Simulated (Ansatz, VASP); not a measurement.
## One calculation of SiC, two programs

Contents of INCAR:

```
PREC     = Accurate       # precision mode
ENCUT    = 600            # plane-wave cutoff, eV
EDIFF    = 1E-6           # SCF threshold, eV
ISMEAR   = -1             # smearing method
SIGMA    = 0.1            # smearing width, eV
LREAL    = False          # projectors in reciprocal space
LASPH    = True           # aspherical terms in the spheres
NELM     = 60             # most SCF steps
ALGO     = Normal         # electronic algorithm
ISIF     = 3              # what is computed and relaxed
LWAVE    = False          # write WAVECAR
LCHARG   = False          # write CHGCAR
GGA      = PS             # functional
IBRION   = 2              # ionic algorithm
NSW      = 100            # ionic steps
EDIFFG   = -0.002         # ionic threshold
```

Contents of KPOINTS:

```
regular mesh
0
Gamma
  18 18 18
```

File POSCAR:

```
SiC
1.0
    0.0000000000      2.1790000000      2.1790000000
    2.1790000000      0.0000000000      2.1790000000
    2.1790000000      2.1790000000      0.0000000000
Si C
1 1
Direct
    0.0000000000      0.0000000000      0.0000000000
    0.7500000000      0.7500000000      0.7500000000
```

Input for Ansatz:

```yaml
crystal:
  lattice:
    - [0.0, 2.179, 2.179]
    - [2.179, 0.0, 2.179]
    - [2.179, 2.179, 0.0]
  atoms:
    - { symbol: Si, position: [0.0, 0.0, 0.0] }
    - { symbol: C, position: [0.75, 0.75, 0.75] }
kpoints:
  mp_grid: { grid: [18, 18, 18] }
scf:
  occupations: { method: fermi_dirac, width: 0.1 }
hamiltonian:
  xc: pbesol
  pseudopotentials: { kind: paw }
relax:
  f_tol: 0.002
  max_steps: 80
  cell: {}
output:
  forces: true
  stress: true
  write_density: true
  write_potential: true
  elf: true
  volumetric_format: npy
```

Alike in both runs: task relaxation of cell and atoms; functional PBEsol; k mesh 18 × 18 × 18; occupations fermi-dirac, width 0.1 eV; no spin polarisation.

```csv
,VASP,Ansatz
version,VASP 6.6.1,Ansatz 0.2.0
potentials or method,"VASP PAW PBE potentials, release 64 (Si, C)","PAW with Ansatz's default frozen-core files, scalar-relativistic"
plane-wave cutoff (eV),600,420
valence electrons in the cell,8,8
```

VASP gave:

- relaxed volume (Å³/atom): 10.35
- relaxed cell length with the largest relative difference (Å): 3.082

Task: What did Ansatz give for the same quantities?

Result: Relaxed volume (Å³/atom): 10.34; relaxed cell length with the largest relative difference (Å): 3.081.

VASP's potentials were made for PBE, not for PBEsol.
